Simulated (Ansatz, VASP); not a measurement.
# One calculation of Tl, two programs

File POSCAR:

```
Tl
1.0
    0.0000000000      3.4771956670      3.4771956670
    3.4771956670      0.0000000000      3.4771956670
    3.4771956670      3.4771956670      0.0000000000
Tl
2
Direct
    0.1250000000      0.1250000000      0.1250000000
    0.8750000000      0.8750000000      0.8750000000
```

Contents of INCAR.step1:

```
  PREC = Accurate
  ENCUT = 550
  ISMEAR = -1
  SIGMA = 0.1
  LREAL = False
  LASPH = True
  NELM = 120
  NBANDS = 20
  GGA = PE
  ALGO = Normal
  EDIFF = 1E-5
  LWAVE = True
  LCHARG = False
  GGA_COMPAT = False
```

File INCAR.step2:

```
  PREC = Accurate
  ENCUT = 550
  EDIFF = 1E-6
  ISMEAR = -1
  SIGMA = 0.1
  LREAL = False
  LASPH = True
  NELM = 120
  ALGO = Normal
  ISIF = 2
  LWAVE = False
  LCHARG = True
  METAGGA = R2SCAN
  LMIXTAU = True
  LELF = True
  LVHAR = True
  NBANDS = 20
  ISTART = 1
  GGA_COMPAT = False
```

KPOINTS

```
Automatic mesh
0
Gamma
  9 9 9
```

Input for Ansatz:

```yaml
crystal:
  lattice:
    - [0.0, 3.477195667, 3.477195667]
    - [3.477195667, 0.0, 3.477195667]
    - [3.477195667, 3.477195667, 0.0]
  atoms:
    - { symbol: Tl, position: [0.125, 0.125, 0.125] }
    - { symbol: Tl, position: [0.875, 0.875, 0.875] }
hamiltonian:
  xc: r2scan
  pseudopotentials:
    kind: paw
    azcp:
      Tl: "pseudopotentials/Tl.paw.azcp"
basis:
  ecutwfc: 500
  fft_grid_basis: typed
kpoints:
  mp_grid: { grid: [9, 9, 9], shift: [0, 0, 0] }
magnetization:
  spin_polarized: false
scf:
  occupations: { method: fermi_dirac, width: 0.1 }
  lower_state_search: "off"
output:
  stress: true
```

Alike in both runs: task single point; functional r2SCAN; k mesh 9 × 9 × 9; occupations fermi-dirac, width 0.1 eV; no spin polarisation.

|  | VASP | Ansatz |
| --- | --- | --- |
| version | VASP 6.6.1 | Ansatz 0.2.0 |
| potentials or method | VASP PAW PBE potentials, release 64 (Tl_d), cutoff 550 eV | plane waves (500 eV) with PAW, scalar-relativistic |
| valence electrons in the cell | 26 | 26 |

|  | VASP | Ansatz | Ansatz less VASP |
| --- | --- | --- | --- |
| pressure (GPa) | 0.0 | 0.0 | +0.01 |

VASP's potentials were made for PBE, not for r2SCAN.

Neither program's run includes spin-orbit coupling.
